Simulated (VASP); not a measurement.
A run of VASP 6.6.1:

INCAR

```
ALGO     = Normal         # electronic algorithm
EDIFF    = 1E-6           # SCF threshold, eV
ENCUT    = 520            # plane-wave cutoff, eV
GGA      = PS             # functional
ISIF     = 2              # what is computed and relaxed
ISMEAR   = -1             # smearing method
LASPH    = T              # aspherical terms in the spheres
LCHARG   = F              # write CHGCAR
LREAL    = F              # projectors in reciprocal space
LWAVE    = F              # write WAVECAR
NBANDS   = 30             # bands
NELM     = 100            # most SCF steps
PREC     = Accurate       # precision mode
SIGMA    = 0.1            # smearing width, eV
```

KPOINTS

```
k-points
0
Gamma
  7 7 11
```

File POSCAR:

```
Bi
1.0
    5.7732755560      0.0000000000      0.0000000000
   -2.8866377780      4.9998032945      0.0000000000
    0.0000000000      0.0000000000      3.4096959508
Bi
3
Direct
    0.0000000000      1.0000000000      0.0000000000
    0.3333333333      0.6666666667      0.5000000000
    0.6666666667      0.3333333333      0.5000000000
```

Potentials or basis: VASP PAW PBE potentials, release 64 (Bi_d).

The run is started by

```console
$ cat potpaw_PBE.64/Bi_d/POTCAR > POTCAR
$ mpirun -np 1 vasp_std > vasp.out
```

Hardware: 1 thread of Intel(R) Xeon(R) 6975P-C (Granite Rapids) (shared host).

Q: How long does it take, and how much memory?

A: It took 41 s on 1 thread of Intel(R) Xeon(R) 6975P-C (Granite Rapids), with other jobs on the host, peak memory 0.28 GiB. Counts: scf iterations 10, k points 48.
